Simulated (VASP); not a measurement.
A run of VASP 6.6.1 is set up as follows.

Contents of INCAR:

```
  ALGO = Normal
  EDIFF = 1E-6
  ENCUT = 600
  GGA = PS
  GGA_COMPAT = False
  ISIF = 2
  ISMEAR = 0
  LASPH = True
  LCHARG = False
  LREAL = False
  LWAVE = False
  NBANDS = 15
  NELM = 120
  PREC = Accurate
  SIGMA = 0.1
```

KPOINTS

```
k-points
0
Gamma
  16 16 16
```

File POSCAR:

```
TaN
1.0
    0.0000000000      2.1874109041      2.1874109041
    2.1874109041      0.0000000000      2.1874109041
    2.1874109041      2.1874109041      0.0000000000
Ta N
1 1
Direct
    0.0000000000      0.0000000000      0.0000000000
    0.5000000000      0.5000000000      0.5000000000
```

Potentials or basis: VASP PAW PBE potentials, release 64 (Ta_pv, N).

Command:

```console
$ cat potpaw_PBE.64/Ta_pv/POTCAR potpaw_PBE.64/N/POTCAR > POTCAR
$ mpirun -np 1 vasp_std > vasp.out
```

Problem. Predict the band gap on the k mesh.

Solution. Zero (band 8 reaches 11.51 eV, above the bottom of band 9 at 7.38 eV).

Problem. What does it give for the pressure?

Solution. 1.1 GPa.

Caveat: the PAW data sets were made with another functional, which shifts forces and pressure a little; spin-orbit coupling is left out, which moves the levels of the heavy elements.
